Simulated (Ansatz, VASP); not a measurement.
Two plane-wave programs on SrO

The input INCAR:

```
SYSTEM = SrO
PREC = Accurate ; ENCUT = 600
EDIFF = 1E-6 ; ISMEAR = 0
SIGMA = 0.01 ; LREAL = .FALSE.
LASPH = .TRUE. ; NELM = 200
ALGO = Normal ; ISIF = 2
LWAVE = .FALSE. ; LCHARG = .TRUE.
MAGMOM = 0 0 0 0 0 0 ; LORBIT = 11
LSORBIT = .TRUE. ; GGA_COMPAT = .FALSE.
LORBMOM = .TRUE. ; GGA = PS
LVHAR = .TRUE. ; NBANDS = 28
```

Contents of KPOINTS:

```
Automatic mesh
0
G
  6 6 6
  0 0 0
```

The input POSCAR:

```
SrO
1.0
    0.0000000000      2.5357135872      2.5357135872
    2.5357135872      0.0000000000      2.5357135872
    2.5357135872      2.5357135872      0.0000000000
Sr O
1 1
Direct
    0.0000000000      0.0000000000      0.0000000000
    0.5000000000      0.5000000000      0.5000000000
```

Input for Ansatz:

```yaml
crystal:
  lattice:
    - [0.0, 2.5357135872, 2.5357135872]
    - [2.5357135872, 0.0, 2.5357135872]
    - [2.5357135872, 2.5357135872, 0.0]
  atoms:
    - { symbol: Sr, position: [0.0, 0.0, 0.0] }
    - { symbol: O, position: [0.5, 0.5, 0.5] }
basis:
  ecutwfc: 420
kpoints:
  mp_grid: { grid: [6, 6, 6] }
  band_path:
    path:
      - [0.0, 0.0, 0.0]
      - [0.0, 0.0, 0.0]
      - [0.0, 0.0, 0.0]
      - [0.0, 0.0, 0.0]
      - [0.0, 0.0, 0.0]
      - [0.0, 0.0, 0.0]
      - [0.0, 0.0, 0.0]
      - [0.0, 0.0, 0.0]
      - [0.0, 0.0, 0.0]
      - [0.0, 0.0, 0.0]
      - [0.0, 0.0, 0.0]
      - [0.0, 0.0, 0.0]
      - [0.0, 0.0, 0.0]
      - [0.0, 0.0, 0.0]
      - [0.0, 0.0, 0.0]
      - [0.0, 0.0, 0.0]
      - [0.0, 0.0, 0.0]
      - [0.0, 0.0, 0.0]
      - [0.0, 0.0, 0.0]
      - [0.0, 0.0, 0.0]
      - [0.0, 0.0, 0.0]
      - [0.0, 0.0, 0.0]
      - [0.0, 0.0, 0.0]
      - [0.0, 0.0, 0.0]
      - [0.0, 0.0, 0.0]
      - [0.0, 0.0, 0.0]
      - [0.3, 0.3, 0.0]
      - [0.3166666667, 0.3166666667, 0.0]
      - [0.3333333333, 0.3333333333, 0.0]
      - [0.35, 0.35, 0.0]
      - [0.3666666667, 0.3666666667, 0.0]
      - [0.3833333333, 0.3833333333, 0.0]
      - [0.4, 0.4, 0.0]
      - [0.4166666667, 0.4166666667, 0.0]
      - [0.4333333333, 0.4333333333, 0.0]
      - [0.45, 0.45, 0.0]
      - [0.4666666667, 0.4666666667, 0.0]
      - [0.4833333333, 0.4833333333, 0.0]
      - [0.5, 0.5, 0.0]
      - [0.5, 0.5, 0.5]
      - [0.5, 0.5, 0.5]
      - [0.5, 0.5, 0.5]
      - [0.5, 0.5, 0.5]
      - [0.5, 0.5, 0.5]
      - [0.5, 0.5, 0.5]
      - [0.5, 0.5, 0.5]
      - [0.5, 0.5, 0.5]
      - [0.5, 0.5, 0.5]
      - [0.5, 0.5, 0.5]
      - [0.5, 0.5, 0.5]
      - [0.5, 0.5, 0.5]
      - [0.5, 0.5, 0.5]
      - [0.5, 0.5, 0.5]
      - [0.5, 0.5, 0.5]
      - [0.5, 0.5, 0.5]
      - [0.5, 0.5, 0.5]
      - [0.5, 0.5, 0.5]
      - [0.5, 0.5, 0.5]
      - [0.5, 0.5, 0.5]
      - [0.5, 0.5, 0.5]
      - [0.5, 0.5, 0.5]
      - [0.5, 0.5, 0.5]
      - [0.5, 0.5, 0.5]
      - [0.5, 0.5, 0.5]
      - [0.5, 0.5, 0.5]
    npoints: 1
hamiltonian:
  xc: pbesol
  pseudopotentials: { kind: paw_fr, azcp: { folder: soft_1 } }
scf:
  occupations: { method: fixed }
  n_extra_bands: 10
output:
  eigenvalues: true
magnetization:
  noncollinear: true
  spin_orbit: true
```

Alike in both runs: task single point; functional PBEsol; k mesh 6 × 6 × 6; non-collinear spin, spin-orbit coupling.

|  | VASP | Ansatz |
| --- | --- | --- |
| version | VASP 6.6.1 | Ansatz 0.2.0 |
| potentials or method | VASP PAW PBE potentials, release 64 (Sr_sv, O), cutoff 600 eV | plane waves, PAW |
| occupations | gaussian, width 0.01 eV | fixed |
| valence electrons in the cell | 16 | 16 |

|  | VASP | Ansatz | Ansatz less VASP |
| --- | --- | --- | --- |
| net moment per atom (μB) | 0.00 | 0.00 | 0.000 |

VASP's potentials were made for PBE, not for PBEsol, and Ansatz warns of the same on its side.
